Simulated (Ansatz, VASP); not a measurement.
Rh: VASP beside Ansatz

File INCAR:

```
PREC = Accurate ; ENCUT = 520
EDIFF = 1E-6 ; ISMEAR = 0
SIGMA = 0.15 ; LREAL = False
LASPH = True ; NELM = 60
ALGO = Fast ; ISIF = 2
LWAVE = False ; LCHARG = False
GGA = PE ; NBANDS = 22
```

The input KPOINTS:

```
Automatic mesh
0
Gamma
  18 18 10
```

The input POSCAR:

```
Rh
1.0
    2.8066000000      0.0000000000      0.0000000000
   -1.4033000000      2.4305868982      0.0000000000
    0.0000000000      0.0000000000      4.3150000000
Rh
2
Direct
    0.6666666667      0.3333333333      0.7500000000
    0.3333333333      0.6666666667      0.2500000000
```

Input for Ansatz:

```yaml
crystal:
  lattice:
    - [2.8066, 0.0, 0.0]
    - [-1.4033, 2.4305868982, 0.0]
    - [0.0, 0.0, 4.315]
  atoms:
    - { symbol: Rh, position: [0.6666666667, 0.3333333333, 0.75] }
    - { symbol: Rh, position: [0.3333333333, 0.6666666667, 0.25] }
basis:
  ecutwfc: 420
kpoints:
  mp_grid: { grid: [18, 18, 10] }
hamiltonian:
  xc: pbe
  pseudopotentials: { kind: paw, azcp: { folder: soft_1 } }
scf:
  occupations: { method: gaussian, width: 0.15 }
output:
  forces: true
  stress: true
  eigenvalues: true
  write_density: true
  write_potential: true
  elf: true
  volumetric_format: npy
```

Alike in both runs: task single point; functional PBE; k mesh 18 × 18 × 10; occupations gaussian, width 0.15 eV; no spin polarisation.

```csv
,VASP,Ansatz
version,VASP 6.6.1,Ansatz 0.2.0
potentials or method,"VASP PAW PBE potentials, release 64 (Rh_pv), cutoff 520 eV","scalar-relativistic, plane waves, PAW"
valence electrons in the cell,30,34
```

Ansatz gave:

* gap on the k mesh at the Fermi level (eV): none
* pressure (GPa): -8.9
* traceless stress, the component that is largest in VASP (GPa): 6.32

Which values does VASP return?

gap on the k mesh at the Fermi level (eV): none; pressure (GPa): -8.8; traceless stress, the component that is largest in VASP (GPa): 6.33.

A gap of «none» marks a metal or a gap that the smearing closes. VASP's potentials hold 30 valence electrons a cell and Ansatz's 34, so a difference there can come from the potentials and not from the codes.
